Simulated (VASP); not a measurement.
# Tb2N (P4_2/nmc) in VASP: further runs, part 2 of 3

VASP 6.6.1.

### Step 3. Single point, PBE

INCAR

```
PREC = Accurate ; ENCUT = 600
EDIFF = 1E-6 ; ISMEAR = 0
SIGMA = 0.1 ; LREAL = False
LASPH = True ; NELM = 200
ALGO = Normal ; ISIF = 2
LWAVE = False ; LCHARG = False
GGA = PE ; NBANDS = 32
GGA_COMPAT = False ; LMAXMIX = 6
```

KPOINTS

```
regular mesh
0
Gamma
  6 6 2
```

POSCAR

```
Tb2N
1.0
    3.6767951061      0.0000000000      0.0000000000
    0.0000000000      3.6767951061      0.0000000000
    0.0000000000      0.0000000000     11.4145757400
Tb N
4 2
Direct
    0.0000000000      0.5000000000      0.1115860894
    0.0000000000      0.5000000000      0.6115860894
    0.5000000000      0.0000000000      0.3884139106
    0.5000000000      0.0000000000      0.8884139106
    0.0000000000      0.0000000000      0.0000000000
    0.5000000000      0.5000000000      0.5000000000
```

Potentials or basis: VASP PAW PBE potentials, release 64 (Tb_3, N), 4f in core.

Command:

```bash
cat potpaw_PBE.64/Tb_3/POTCAR potpaw_PBE.64/N/POTCAR > POTCAR
mpirun -np 1 vasp_std > vasp.out
```

OUTCAR:

```text
PREC = Accurate
   ENCUT = 600
   EDIFF = 1E-6
   ISMEAR = 0
   LREAL = False
   LASPH = True
   NELM = 200
   ISIF = 2
   GGA = PE

 ion  position               nearest neighbor table
   1  0.000  0.500  0.112-   5 2.24   5 2.24   4 3.64   4 3.64   4 3.64   4 3.64
   2  0.000  0.500  0.612-   6 2.24   6 2.24   3 3.64   3 3.64   3 3.64   3 3.64
   3  0.500  0.000  0.388-   6 2.24   6 2.24   2 3.64   2 3.64   2 3.64   2 3.64
   4  0.500  0.000  0.888-   5 2.24   5 2.24   1 3.64   1 3.64   1 3.64   1 3.64
   5  0.000  0.000  0.000-   1 2.24   4 2.24   1 2.24   4 2.24
   6  0.500  0.500  0.500-   2 2.24   3 2.24   3 2.24   2 2.24

  LATTYP: Found a simple tetragonal cell.
 ALAT       =     3.6767951061
 C/A-ratio  =     3.1044905714

  Lattice vectors:

 A1 = (   3.6767951061,   0.0000000000,   0.0000000000)
 A2 = (   0.0000000000,   3.6767951061,   0.0000000000)
 A3 = (   0.0000000000,   0.0000000000,  11.4145757400)

Analysis of symmetry for initial positions (statically):
=====================================================================
 Subroutine PRICEL returns:
 Original cell was already a primitive cell.

 Routine SETGRP: Setting up the symmetry group for a
 simple tetragonal supercell.

 Subroutine GETGRP returns: Found 16 space group operations
 (whereof  8 operations were pure point group operations)
 out of a pool of 16 trial point group operations.

The static configuration has the point symmetry D_2d.
 The point group associated with its full space group is D_4h.

Analysis of symmetry for dynamics (positions and initial velocities):
=====================================================================
 Subroutine PRICEL returns:
 Original cell was already a primitive cell.

 Routine SETGRP: Setting up the symmetry group for a
 simple tetragonal supercell.

 Subroutine GETGRP returns: Found 16 space group operations
[... 128 lines left out ...]
  volume/ion in A,a.u.               =      25.72       173.56
  Fermi-wavevector in a.u.,A,eV,Ry     =   1.093607  2.066617 16.272241  1.195976
  Thomas-Fermi vector in A             =   2.229895
   LORBIT       =      0    0 simple, 1 ext, 2 COOP (PROOUT), +10 PAW based schemes
   GGA     = PE    functional components
   LHFCALC =     F    Hartree Fock is set to
   AEXX    =    0.0000 exact exchange contribution
   IVDW    =     0    specifies the selected vdW correction
   LEPSILON=     F    determine dielectric tensor
   LRPA    =     F    only Hartree local field effects (RPA)
 non-spin polarized calculation
 Gauss-broadening in eV      SIGMA  =   0.10
  energy-cutoff  :      600.00
  volume of cell :      154.31
 maximum number of plane-waves:      5206
 NGX is ok and might be reduce to    30
   NGX = 15   NGY = 15   NGZ = 45

 number of electron      46.0000003 magnetization

 Free energy of the ion-electron system (eV)
  ---------------------------------------------------
  ext. energy  EPLUGINS =         0.00000000
  ---------------------------------------------------
  free energy    TOTEN  =       -40.27281356 eV

  energy without entropy =      -40.25352321  energy(sigma->0) =      -40.26316839

 E-fermi :   2.7738     XC(G=0):  -9.4891

 val. band max:        2.7523470534   @ k =   0.1667   0.0000   0.0000
 cond. band min:       2.9932991603   @ k =   0.3333   0.3333   0.0000
 fundamental gap:      0.2409521069
 Fermi energy:         2.7737756514

 k-point     1 :       0.0000    0.0000    0.0000
  band No.  band energies     occupation
      1     -19.8799      2.00000
      2     -19.7845      2.00000
      3     -19.4154      2.00000
      4     -19.4154      2.00000
      5     -19.4007      2.00000
      6     -19.3910      2.00000
[... 689 lines left out ...]
     31       7.1775      0.00000
     32       7.1775      0.00000

------------------------ aborting loop because EDIFF is reached ----------------------------------------

  FORCE on cell =-STRESS in cart. coord.  units (eV):
  Direction    XX          YY          ZZ          XY          YZ          ZX
  --------------------------------------------------------------------------------------
  -------------------------------------------------------------------------------------
  Total        0.6102924      0.6102924      0.5571514      0.0000000      0.0000000      0.0000000
  in kB        6.3365065      6.3365065      5.7847579      0.0000000      0.0000000      0.0000000
  external PRESSURE =       6.1525903 kB  Pullay stress =       0.0000000 kB

 VOLUME and BASIS-vectors are now :
 -----------------------------------------------------------------------------
  energy-cutoff  :      600.00
  volume of cell :      154.31
      direct lattice vectors                 reciprocal lattice vectors
     3.676795106  0.000000000  0.000000000     0.271975993  0.000000000  0.000000000
     0.000000000  3.676795106  0.000000000     0.000000000  0.271975993  0.000000000
     0.000000000  0.000000000 11.414575740     0.000000000  0.000000000  0.087607286

 POSITION                                       TOTAL-FORCE (eV/Angst)
 -----------------------------------------------------------------------------------
      0.00000      1.83840      1.27371        -0.000000      0.000000      0.109023
      0.00000      1.83840      6.98100        -0.000000      0.000000      0.109023
      1.83840      0.00000      4.43358         0.000000      0.000000     -0.109023
      1.83840      0.00000     10.14087         0.000000      0.000000     -0.109023
      0.00000      0.00000      0.00000        -0.000000     -0.000000      0.000000
      1.83840      1.83840      5.70729        -0.000000      0.000000      0.000000
 -----------------------------------------------------------------------------------
    total drift:                                0.000000     -0.000000      0.000000

  FREE ENERGIE OF THE ION-ELECTRON SYSTEM (eV)
  ---------------------------------------------------
  free  energy   TOTEN  =       -40.2728135602 eV

  energy  without entropy=      -40.2535232137  energy(sigma->0) =      -40.26316839
```

OSZICAR:

```text
N       E                     dE             d eps       ncg     rms          rms(c)
DAV:   1     0.256694380048E+03    0.25669E+03   -0.22507E+04  1280   0.144E+03
DAV:   2    -0.109363941275E+02   -0.26763E+03   -0.25531E+03  1352   0.387E+02
DAV:   3    -0.484327903591E+02   -0.37496E+02   -0.36015E+02  1792   0.804E+01
DAV:   4    -0.497305890873E+02   -0.12978E+01   -0.12860E+01  1584   0.147E+01
DAV:   5    -0.497679274190E+02   -0.37338E-01   -0.37297E-01  1616   0.279E+00    0.506E+01
DAV:   6    -0.406482061458E+02    0.91197E+01   -0.65839E+01  1600   0.342E+01    0.354E+01
DAV:   7    -0.404115592582E+02    0.23665E+00   -0.79394E+00  1600   0.133E+01    0.177E+01
DAV:   8    -0.402742585607E+02    0.13730E+00   -0.65535E-01  1584   0.459E+00    0.281E+00
DAV:   9    -0.402744668136E+02   -0.20825E-03   -0.20383E-01  1544   0.177E+00    0.716E-01
DAV:  10    -0.402731578205E+02    0.13090E-02   -0.29514E-02  1672   0.821E-01    0.344E-01
DAV:  11    -0.402728841559E+02    0.27366E-03   -0.25863E-03  1536   0.266E-01    0.845E-02
DAV:  12    -0.402728106539E+02    0.73502E-04   -0.74889E-04  1744   0.103E-01    0.283E-02
DAV:  13    -0.402728181403E+02   -0.74864E-05   -0.60829E-05  1592   0.400E-02    0.302E-02
DAV:  14    -0.402728164414E+02    0.16989E-05   -0.31605E-06  1296   0.113E-02    0.161E-02
DAV:  15    -0.402728136571E+02    0.27843E-05   -0.23502E-05  1416   0.187E-02    0.440E-03
DAV:  16    -0.402728135602E+02    0.96947E-07   -0.14655E-06   984   0.773E-03
   1 F= -.40272814E+02 E0= -.40263168E+02  d E =-.192903E-01
```

Wall time 1.9 min (1 thread of Intel Xeon 6975P-C (Granite Rapids), shared host); peak memory 0.33 GiB.

Results:

- Free energy: -40.2728 eV
- Pressure: 0.6 GPa
- Largest force: 0.109 eV/Å
- Band gap on the k mesh: zero (bands 23 and 24 overlap by 1.62 eV)

Forces on the atoms (eV/Å):
```
Tb   0.000  0.000  0.109
Tb   0.000  0.000  0.109
Tb   0.000  0.000 -0.109
Tb   0.000  0.000 -0.109
N    0.000  0.000  0.000
N    0.000  0.000  0.000
```

Caveat: spin-orbit coupling is left out, which moves the levels of the heavy elements; the 4f electrons are frozen in the core, so they carry no moment and show no levels; the run has no spin polarisation, though such a crystal can be magnetic. Spin polarisation is off, so any magnetic state and its effect on volume and gap are missing.

### Step 4. Single point, PBE

This run uses another cell than the first one, of 21.10 Å³/atom.

INCAR

```
  ALGO = Normal
  EDIFF = 1E-6
  ENCUT = 600
  GGA = PE
  GGA_COMPAT = False
  ISIF = 2
  ISMEAR = 0
  LASPH = True
  LCHARG = False
  LMAXMIX = 6
  LREAL = False
  LWAVE = False
  NBANDS = 32
  NELM = 200
  PREC = Accurate
  SIGMA = 0.1
```

KPOINTS

```
k-points
0
Gamma
  6 6 2
```

POSCAR

```
Tb2N
1.0
    3.5279196400      0.0000000000      0.0000000000
    0.0000000000      3.5279196400      0.0000000000
    0.0000000000      0.0000000000     10.1737573900
Tb N
4 2
Direct
    0.0000000000      0.5000000000      0.1250000000
    0.0000000000      0.5000000000      0.6250000000
    0.5000000000      0.0000000000      0.3750000000
    0.5000000000      0.0000000000      0.8750000000
    0.0000000000      0.0000000000      0.0000000000
    0.5000000000      0.5000000000      0.5000000000
```

Potentials or basis: VASP PAW PBE potentials, release 64 (Tb_3, N), 4f in core.

Command:

```bash
cat potpaw_PBE.64/Tb_3/POTCAR potpaw_PBE.64/N/POTCAR > POTCAR
mpirun -np 1 vasp_std > vasp.out
```

OUTCAR:

```text
EDIFF = 1E-6
   ENCUT = 600
   GGA = PE
   ISIF = 2
   ISMEAR = 0
   LASPH = True
   LREAL = False
   NELM = 200
   PREC = Accurate

 ion  position               nearest neighbor table
   1  0.000  0.500  0.125-   5 2.17   5 2.17   3 3.56   3 3.56   4 3.56   4 3.56   3 3.56   4 3.56
                             3 3.56   4 3.56
   2  0.000  0.500  0.625-   6 2.17   6 2.17   3 3.56   3 3.56   4 3.56   3 3.56   4 3.56   4 3.56
                             3 3.56   4 3.56
   3  0.500  0.000  0.375-   6 2.17   6 2.17   1 3.56   1 3.56   2 3.56   2 3.56   1 3.56   2 3.56
                             1 3.56   2 3.56
   4  0.500  0.000  0.875-   5 2.17   5 2.17   1 3.56   1 3.56   2 3.56   1 3.56   2 3.56   2 3.56
                             1 3.56   2 3.56
   5  0.000  0.000  0.000-   1 2.17   4 2.17   1 2.17   4 2.17
   6  0.500  0.500  0.500-   2 2.17   3 2.17   3 2.17   2 2.17

  LATTYP: Found a simple tetragonal cell.
 ALAT       =     3.5279196400
 C/A-ratio  =     2.8837837673

  Lattice vectors:

 A1 = (   3.5279196400,   0.0000000000,   0.0000000000)
 A2 = (   0.0000000000,   3.5279196400,   0.0000000000)
 A3 = (   0.0000000000,   0.0000000000,  10.1737573900)

Analysis of symmetry for initial positions (statically):
=====================================================================
 Subroutine PRICEL returns:
 Original cell was already a primitive cell.

 Routine SETGRP: Setting up the symmetry group for a
 simple tetragonal supercell.

 Subroutine GETGRP returns: Found 16 space group operations
 (whereof  8 operations were pure point group operations)
 out of a pool of 16 trial point group operations.

The static configuration has the point symmetry D_2d.
 The point group associated with its full space group is D_4h.

Analysis of symmetry for dynamics (positions and initial velocities):
=====================================================================
[... 133 lines left out ...]
     AMIX     =   0.40;   BMIX     =  1.00
     AMIX_MAG =   1.60;   BMIX_MAG =  1.00
  volume/ion in A,a.u.               =      21.10       142.42
  Fermi-wavevector in a.u.,A,eV,Ry     =   1.168121  2.207429 18.565243  1.364507
  Thomas-Fermi vector in A             =   2.304612
   LORBIT       =      0    0 simple, 1 ext, 2 COOP (PROOUT), +10 PAW based schemes
   GGA     = PE    functional components
   LHFCALC =     F    Hartree Fock is set to
   AEXX    =    0.0000 exact exchange contribution
   IVDW    =     0    specifies the selected vdW correction
   LEPSILON=     F    determine dielectric tensor
   LRPA    =     F    only Hartree local field effects (RPA)
 non-spin polarized calculation
 Gauss-broadening in eV      SIGMA  =   0.10
  energy-cutoff  :      600.00
  volume of cell :      126.62
 maximum number of plane-waves:      4256
   NGX = 15   NGY = 15   NGZ = 41

 number of electron      46.0000000 magnetization

 Free energy of the ion-electron system (eV)
  ---------------------------------------------------
  ext. energy  EPLUGINS =         0.00000000
  ---------------------------------------------------
  free energy    TOTEN  =       -39.09971674 eV

  energy without entropy =      -39.07590088  energy(sigma->0) =      -39.08780881

 E-fermi :   3.8572     XC(G=0): -10.3980

 val. band max:        3.8467139870   @ k =   0.5000   0.1667   0.5000
 cond. band min:       3.8695257975   @ k =   0.1667   0.1667   0.0000
 fundamental gap:      0.0228118105
 Fermi energy:         3.8571902728

 k-point     1 :       0.0000    0.0000    0.0000
  band No.  band energies     occupation
      1     -18.6955      2.00000
      2     -18.3887      2.00000
      3     -18.0484      2.00000
      4     -17.9177      2.00000
      5     -17.9177      2.00000
      6     -17.7875      2.00000
[... 689 lines left out ...]
     31       9.4001      0.00000
     32       9.4001      0.00000

------------------------ aborting loop because EDIFF is reached ----------------------------------------

  FORCE on cell =-STRESS in cart. coord.  units (eV):
  Direction    XX          YY          ZZ          XY          YZ          ZX
  --------------------------------------------------------------------------------------
  -------------------------------------------------------------------------------------
  Total       10.3780543     10.3780543     12.6834949      0.0000000     -0.0000000      0.0000000
  in kB      131.3130153    131.3130153    160.4836436      0.0000000     -0.0000000      0.0000000
  external PRESSURE =     141.0365581 kB  Pullay stress =       0.0000000 kB

 VOLUME and BASIS-vectors are now :
 -----------------------------------------------------------------------------
  energy-cutoff  :      600.00
  volume of cell :      126.62
      direct lattice vectors                 reciprocal lattice vectors
     3.527919640  0.000000000  0.000000000     0.283453168  0.000000000  0.000000000
     0.000000000  3.527919640  0.000000000     0.000000000  0.283453168  0.000000000
     0.000000000  0.000000000 10.173757390     0.000000000  0.000000000  0.098292102

 POSITION                                       TOTAL-FORCE (eV/Angst)
 -----------------------------------------------------------------------------------
      0.00000      1.76396      1.27172        -0.000000     -0.000000     -0.194842
      0.00000      1.76396      6.35860         0.000000     -0.000000     -0.194842
      1.76396      0.00000      3.81516         0.000000     -0.000000      0.194842
      1.76396      0.00000      8.90204        -0.000000     -0.000000      0.194842
      0.00000      0.00000      0.00000         0.000000     -0.000000      0.000000
      1.76396      1.76396      5.08688         0.000000      0.000000      0.000000
 -----------------------------------------------------------------------------------
    total drift:                                0.000000     -0.000000      0.000000

  FREE ENERGIE OF THE ION-ELECTRON SYSTEM (eV)
  ---------------------------------------------------
  free  energy   TOTEN  =       -39.0997167429 eV

  energy  without entropy=      -39.0759008759  energy(sigma->0) =      -39.08780881
```

OSZICAR:

```text
N       E                     dE             d eps       ncg     rms          rms(c)
DAV:   1     0.270955337467E+03    0.27096E+03   -0.22734E+04  1280   0.148E+03
DAV:   2    -0.589239085742E+01   -0.27685E+03   -0.26458E+03  1296   0.409E+02
DAV:   3    -0.460704765912E+02   -0.40178E+02   -0.38189E+02  1808   0.862E+01
DAV:   4    -0.476061639541E+02   -0.15357E+01   -0.15243E+01  1584   0.158E+01
DAV:   5    -0.476453233493E+02   -0.39159E-01   -0.39118E-01  1616   0.285E+00    0.606E+01
DAV:   6    -0.394236886234E+02    0.82216E+01   -0.57604E+01  1640   0.344E+01    0.408E+01
DAV:   7    -0.393807854752E+02    0.42903E-01   -0.88524E+00  1576   0.151E+01    0.179E+01
DAV:   8    -0.390894725587E+02    0.29131E+00   -0.12013E+00  1640   0.590E+00    0.288E+00
DAV:   9    -0.391017806710E+02   -0.12308E-01   -0.21725E-01  1576   0.205E+00    0.833E-01
DAV:  10    -0.391019962150E+02   -0.21554E-03   -0.44743E-02  1656   0.982E-01    0.366E-01
DAV:  11    -0.390996382346E+02    0.23580E-02   -0.11259E-02  1584   0.512E-01    0.711E-02
DAV:  12    -0.390997633169E+02   -0.12508E-03   -0.16739E-03  1640   0.174E-01    0.684E-02
DAV:  13    -0.390997313441E+02    0.31973E-04   -0.72120E-05  1624   0.458E-02    0.441E-02
DAV:  14    -0.390997164946E+02    0.14849E-04   -0.80783E-05  1464   0.351E-02    0.897E-03
DAV:  15    -0.390997167429E+02   -0.24823E-06   -0.39844E-06  1488   0.124E-02
   1 F= -.39099717E+02 E0= -.39087809E+02  d E =-.238159E-01
```

Run time: 82 s. Hardware: 1 thread of Intel Xeon 6975P-C (Granite Rapids), shared host; peak memory 0.29 GiB.

What came out:

```
Free energy            : -39.0997 eV
Pressure               : 14.1 GPa
Largest force          : 0.195 eV/Å
Band gap on the k mesh : zero (bands 23 and 24 overlap by 1.52 eV)
```

Forces in eV/Å, atoms in the order of the input:
```
Tb   0.000  0.000 -0.195
Tb   0.000  0.000 -0.195
Tb   0.000  0.000  0.195
Tb   0.000  0.000  0.195
N    0.000  0.000  0.000
N    0.000  0.000  0.000
```

Levels at points of the mesh, in eV from the Fermi level:
```tsv
k point	band 20	band 21	band 22	band 23	band 24	band 25	band 26	band 27
(0.00, 0.00, 0.00)	-2.76	-2.76	-1.60	-1.10	-0.77	1.17	1.68	1.99
(0.50, 0.00, 0.00)	-3.00	-0.79	-0.79	-0.14	-0.14	1.36	1.36	2.60
(0.50, 0.50, 0.00)	-1.59	-0.39	-0.39	0.63	0.63	0.71	0.71	1.64
(0.00, 0.00, 0.50)	-2.77	-2.47	-2.47	-0.76	-0.76	1.19	1.19	3.07
(0.50, 0.00, 0.50)	-3.00	-0.82	-0.82	0.03	0.03	1.15	1.15	2.40
(0.50, 0.50, 0.50)	-1.61	-0.36	-0.36	0.75	0.75	1.19	1.19	1.19
```

Caveat: the cell stands under pressure; spin-orbit coupling is left out, which moves the levels of the heavy elements; the 4f electrons are frozen in the core, so they carry no moment and show no levels; the run has no spin polarisation, though such a crystal can be magnetic. With open d or f shells a metallic result of PBE can be an artefact of self-interaction; +U or a hybrid may open a gap.

[end of part 2 of 3]

The gap in the log of VASP goes by the Fermi energy; the results here count the filled bands.